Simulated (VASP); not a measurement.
# Ge in VASP: single point with PBE+D3(BJ)

Aim: the single point of Ge with PBE+D3(BJ).

Program: VASP 6.6.1. These are calculated values, not measurements. Logs are shortened: lines on timing, memory, paths and dates and some standing lists are left out, and cuts for length are marked.

## Step 1: The cell of the first run

The cell holds a slab with vacuum, 4 atoms: a = 4.023 Å, b = 4.023 Å, c = 18.869 Å, α = 90.00°, β = 90.00°, γ = 120.00°.

## Step 2: Single point, PBE+D3(BJ) (layers slid over each other)

INCAR

```
PREC = Accurate
ENCUT = 520
EDIFF = 1E-7
ISMEAR = 0
SIGMA = 0.1
LREAL = False
LASPH = True
NELM = 60
ALGO = Normal
ISIF = 2
LWAVE = False
LCHARG = False
LDIPOL = True
IDIPOL = 3
DIPOL = 0.5 0.5 0.377
GGA = PE
IVDW = 12
NBANDS = 36
```

KPOINTS

```
regular mesh
0
Gamma
  9 9 1
```

POSCAR

```
Ge
1.0
    4.0226895311      0.0000000000      0.0000000000
   -2.0113447656      3.4837513255      0.0000000000
    0.0000000000      0.0000000000     18.8685220517
Ge
4
Direct
    0.3333333333      0.6666666667      0.2747571332
    0.6666666667      0.3333333333      0.2384924472
    0.6666666667      1.2222222222      0.5150653573
    0.3333333333      1.5555555556      0.4788006714
```

Potentials or basis: VASP PAW PBE potentials, release 64 (Ge_d).

Started as:

```sh
$ cat potpaw_PBE.64/Ge_d/POTCAR > POTCAR
$ mpirun -np 1 vasp_std > vasp.out
```

OUTCAR:

```text
PREC = Accurate
   ENCUT = 520
   EDIFF = 1E-7
   ISMEAR = 0
   LREAL = False
   LASPH = True
   NELM = 60
   ISIF = 2
   GGA = PE
   IVDW = 12
 IVDW          = 12

 ion  position               nearest neighbor table
   1  0.333  0.667  0.275-   2 2.42   2 2.42   2 2.42
   2  0.667  0.333  0.238-   1 2.42   1 2.42   1 2.42
   3  0.667  0.222  0.515-   4 2.42   4 2.42   4 2.42
   4  0.333  0.556  0.479-   3 2.42   3 2.42   3 2.42

  LATTYP: Found a hexagonal cell.
 ALAT       =     4.0226895311
 C/A-ratio  =     4.6905240650

  Lattice vectors:

 A1 = (   4.0226895311,   0.0000000000,   0.0000000000)
 A2 = (  -2.0113447656,   3.4837513255,   0.0000000000)
 A3 = (   0.0000000000,   0.0000000000,  18.8685220517)

Analysis of symmetry for initial positions (statically):
=====================================================================
 Subroutine PRICEL returns:
 Original cell was already a primitive cell.

 Routine SETGRP: Setting up the symmetry group for a
 hexagonal supercell.

 Subroutine GETGRP returns: Found  2 space group operations
 (whereof  1 operations were pure point group operations)
 out of a pool of 24 trial point group operations.

The static configuration has the point symmetry C_1 .
 The point group associated with its full space group is C_2 .

Analysis of symmetry for dynamics (positions and initial velocities):
=====================================================================
 Subroutine PRICEL returns:
 Original cell was already a primitive cell.

 Routine SETGRP: Setting up the symmetry group for a
 hexagonal supercell.

 Subroutine GETGRP returns: Found  2 space group operations
 (whereof  1 operations were pure point group operations)
 out of a pool of 24 trial point group operations.

The dynamic configuration has the point symmetry C_1 .
 The point group associated with its full space group is C_2 .

 Subroutine INISYM returns: Found  2 space group operations
 (whereof  1 operations are pure point group operations),
 and found     1 'primitive' translations

----------------------------------------------------------------------------------------

                                     Primitive cell

  volume of cell :     264.4244

  direct lattice vectors                    reciprocal lattice vectors
     4.022689531  0.000000000  0.000000000     0.248589903  0.143523447  0.000000000
    -2.011344766  3.483751326  0.000000000     0.000000000  0.287046895  0.000000000
     0.000000000  0.000000000 18.868522052     0.000000000  0.000000000  0.052998322

  length of vectors
     4.022689531  4.022689531 18.868522052     0.287046895  0.287046895  0.052998322

  position of ions in fractional coordinates (direct lattice)
     0.333333333  0.666666667  0.274757133
     0.666666667  0.333333333  0.238492447
     0.666666667  0.222222222  0.515065357
     0.333333333  0.555555556  0.478800671

  ion indices of the primitive-cell ions
   primitive index   ion index
                 1           1
                 2           2
                 3           3
                 4           4

----------------------------------------------------------------------------------------

 KPOINTS: regular mesh

Automatic generation of k-mesh.
 Grid dimensions read from file:
 generate k-points for:    9    9    1

 Generating k-lattice:

  Cartesian coordinates                     Fractional coordinates (reciprocal lattice)
     0.027621100  0.015947050  0.000000000     0.111111111 -0.000000000  0.000000000
     0.000000000  0.031894099  0.000000000     0.000000000  0.111111111  0.000000000
     0.000000000  0.000000000  0.052998322     0.000000000  0.000000000  1.000000000

  Length of vectors
     0.031894099  0.031894099  0.052998322

  Shift w.r.t. Gamma in fractional coordinates (k-lattice)
     0.000000000  0.000000000  0.000000000

 Subroutine IBZKPT returns following result:
 ===========================================

 Found     25 irreducible k-points:

 Following reciprocal coordinates:
            Coordinates               Weight
  0.000000  0.000000  0.000000      1.000000
  0.111111  0.000000  0.000000      2.000000
  0.000000  0.111111  0.000000      4.000000
  0.222222 -0.000000  0.000000      2.000000
  0.000000  0.222222  0.000000      4.000000
  0.333333  0.000000  0.000000      2.000000
[... 16 lines left out ...]
 -0.222222 -0.444444  0.000000      4.000000
  0.444444  0.333333  0.000000      4.000000
   k-points           NKPTS =     25   k-points in BZ     NKDIM =     25   number of bands    NBANDS=     36
   number of dos      NEDOS =    301   number of ions     NIONS =      4
   total plane-waves  NPLWV = 126000
   dimension x,y,z NGX =    30 NGY =   30 NGZ =  140
   dimension x,y,z NGXF=    60 NGYF=   60 NGZF=  280
   ions per type =               4
   NGX,Y,Z   is equivalent  to a cutoff of  12.40, 12.40, 12.34 a.u.
   NGXF,Y,Z  is equivalent  to a cutoff of  24.80, 24.80, 24.67 a.u.
 SYSTEM =  unknown system
   PREC   = accura    normal or accurate (medium, high low for compatibility)
   ISTART =      0    job   : 0-new  1-cont  2-samecut
   ICHARG =      2    charge: 1-file 2-atom 10-const
   ISPIN  =      1    spin polarized calculation?
   LNONCOLLINEAR =      F non collinear calculations
   LSORBIT =      F    spin-orbit coupling
   LASPH  =      T    aspherical Exc in radial PAW
   ENCUT  =  520.0 eV  38.22 Ry    6.18 a.u.   7.48  7.48 35.08*2*pi/ulx,y,z
   NELM   =     60;   NELMIN=  2; NELMDL= -5     # of ELM steps
   EDIFF  = 0.1E-06   stopping-criterion for ELM
   LREAL  =      F    real-space projection
   EDIFFG = 0.1E-05   stopping-criterion for IOM
   NSW    =      0    number of steps for IOM
   IBRION =     -1    ionic relax: 0-MD 1-quasi-New 2-CG
   NFREE  =      0    steps in history (QN), initial steepest desc. (CG)
   ISIF   =      2    stress and relaxation
   ISYM   =      2    0-nonsym 1-usesym 2-fastsym
   POTIM  = 0.5000    time-step for ionic-motion
   TEBEG  =    0.0;   TEEND  =   0.0 temperature during run
   PSTRESS=    0.0 pullay stress
   NELECT =      56.0000    total number of electrons
   NUPDOWN=      -1.0000    fix difference up-down
   EMIN   =  10.00;   EMAX   =-10.00  energy-range for DOS
   EFERMI =   0.00;   METHOD = LEGACY
   ISMEAR =     0;   SIGMA  =   0.10  broadening in eV -4-tet -1-fermi 0-gaus
   EFERMI_NEDOS =   21; number of points for ismear=-14 and -15
   IALGO  =     38    algorithm
   IMIX   =      4    mixing-type and parameters
     AMIX     =   0.40;   BMIX     =  1.00
     AMIX_MAG =   1.60;   BMIX_MAG =  1.00
  volume/ion in A,a.u.               =      66.11       446.11
  Fermi-wavevector in a.u.,A,eV,Ry     =   0.975821  1.844035 12.955840  0.952227
  Thomas-Fermi vector in A             =   2.106391
   LORBIT       =      0    0 simple, 1 ext, 2 COOP (PROOUT), +10 PAW based schemes
   GGA     = PE    functional components
   LHFCALC =     F    Hartree Fock is set to
   AEXX    =    0.0000 exact exchange contribution
   IVDW    =    12    specifies the selected vdW correction
   LEPSILON=     F    determine dielectric tensor
   LRPA    =     F    only Hartree local field effects (RPA)
 non-spin polarized calculation
 Gauss-broadening in eV      SIGMA  =   0.10
  energy-cutoff  :      520.00
  volume of cell :      264.42
 maximum number of plane-waves:      7165
 NGX is ok and might be reduce to    30
   NGX = 15   NGY = 15   NGZ = 71

 dipolmoment           0.000000      0.000000      0.000017 electrons x Angstroem

 number of electron      55.9999992 magnetization

 dipolmoment           0.000000      0.000000     -0.000003 electrons x Angstroem

 Free energy of the ion-electron system (eV)
  ---------------------------------------------------
  ext. energy  EPLUGINS =         0.00000000
  ---------------------------------------------------
  free energy    TOTEN  =       -16.19810240 eV

  energy without entropy =      -16.19803129  energy(sigma->0) =      -16.19806685

 E-fermi :  -1.3585     XC(G=0):  -4.3977

 val. band max:       -1.5516955673   @ k =   0.3333   0.3333   0.0000
 cond. band min:      -1.1566877242   @ k =   0.3333   0.3333   0.0000
 fundamental gap:      0.3950078432
 Fermi energy:        -1.3585397776

 k-point     1 :       0.0000    0.0000    0.0000
  band No.  band energies     occupation
      1     -25.8603      2.00000
      2     -25.8603      2.00000
      3     -25.8601      2.00000
      4     -25.8600      2.00000
      5     -25.8098      2.00000
      6     -25.8098      2.00000
[... 28 lines left out ...]
     35       2.6084      0.00000
     36       2.6210      0.00000

 k-point     2 :       0.1111    0.0000    0.0000
  band No.  band energies     occupation
      1     -25.8667      2.00000
      2     -25.8664      2.00000
      3     -25.8649      2.00000
      4     -25.8648      2.00000
      5     -25.8223      2.00000
      6     -25.8211      2.00000
[... 28 lines left out ...]
     35       2.9951      0.00000
     36       3.1058      0.00000

 k-point     3 :       0.0000    0.1111    0.0000
  band No.  band energies     occupation
      1     -25.8668      2.00000
      2     -25.8665      2.00000
      3     -25.8649      2.00000
      4     -25.8647      2.00000
      5     -25.8223      2.00000
      6     -25.8211      2.00000
[... 28 lines left out ...]
     35       2.9852      0.00000
     36       3.1094      0.00000
[... 742 lines left out ...]
 k-point    23 :      -0.2222   -0.4444    0.0000
  band No.  band energies     occupation
      1     -25.8993      2.00000
      2     -25.8992      2.00000
      3     -25.8701      2.00000
      4     -25.8691      2.00000
      5     -25.8620      2.00000
      6     -25.8612      2.00000
[... 28 lines left out ...]
     35       4.3097      0.00000
     36       5.3209      0.00000

 k-point    24 :       0.4444    0.3333    0.0000
  band No.  band energies     occupation
      1     -25.8993      2.00000
      2     -25.8992      2.00000
      3     -25.8701      2.00000
      4     -25.8691      2.00000
      5     -25.8620      2.00000
      6     -25.8612      2.00000
[... 28 lines left out ...]
     35       4.3050      0.00000
     36       5.3276      0.00000

 [... further k-points ...]

------------------------ aborting loop because EDIFF is reached ----------------------------------------

 vacuum level on the upper side and lower side of the slab       (xc-potential included)        -0.078        -0.077

 Edisp (eV)   -0.80344

 E8    (eV) :    -0.3685

  FORCE on cell =-STRESS in cart. coord.  units (eV):
  Direction    XX          YY          ZZ          XY          YZ          ZX
  --------------------------------------------------------------------------------------
  -------------------------------------------------------------------------------------
  Total      -0.22680    -0.22357    -0.63517    -0.00280    -0.04219     0.02436
  in kB      -1.37422    -1.35464    -3.84857    -0.01696    -0.25563     0.14759
  external pressure =       -2.19 kB  Pullay stress =        0.00 kB

 VOLUME and BASIS-vectors are now :
 -----------------------------------------------------------------------------
  energy-cutoff  :      520.00
  volume of cell :      264.42
      direct lattice vectors                 reciprocal lattice vectors
     4.022689531  0.000000000  0.000000000     0.248589903  0.143523447  0.000000000
    -2.011344766  3.483751326  0.000000000     0.000000000  0.287046895  0.000000000
     0.000000000  0.000000000 18.868522052     0.000000000  0.000000000  0.052998322

 POSITION                                       TOTAL-FORCE (eV/Angst)
 -----------------------------------------------------------------------------------
     -0.00000      2.32250      5.18426        -0.000686      0.002229      0.169863
      2.01134      1.16125      4.50000        -0.004342      0.006479     -0.013752
      2.23483      0.77417      9.71852         0.003440     -0.007000      0.013752
      0.22348      1.93542      9.03426         0.001588     -0.001708     -0.169863
 -----------------------------------------------------------------------------------
    total drift:                               -0.000132      0.000251     -0.000060

  FREE ENERGIE OF THE ION-ELECTRON SYSTEM (eV)
  ---------------------------------------------------
  free  energy   TOTEN  =       -17.0015401111 eV

  energy  without entropy=      -17.0014689984  energy(sigma->0) =      -17.00150455

 vacuum level on the upper side and lower side of the slab         3.087         3.092
```

Wall time 3.6 min (1 thread of Intel Xeon Platinum 8488C (Sapphire Rapids), shared host); peak memory 0.45 GiB.

Results:

```
Free energy                : -17.0015 eV
Largest force              : 0.170 eV/Å
Band gap on the k mesh     : 0.40 eV
Dispersion energy per atom : -0.201 eV
```

Forces in eV/Å, atoms in the order of the input:
```
Ge  -0.001  0.002  0.170
Ge  -0.004  0.006 -0.014
Ge   0.003 -0.007  0.014
Ge   0.002 -0.002 -0.170
```

Levels at points of the mesh, in eV from the valence-band top:
```
           k point  band 25  band 26  band 27  band 28  band 29  band 30  band 31  band 32
(0.00, 0.00, 0.00)    -0.28    -0.28    -0.22    -0.22     0.68     0.89     2.13     3.61
```

Caveat: the cell differs from its parent crystal (layers slid over each other).
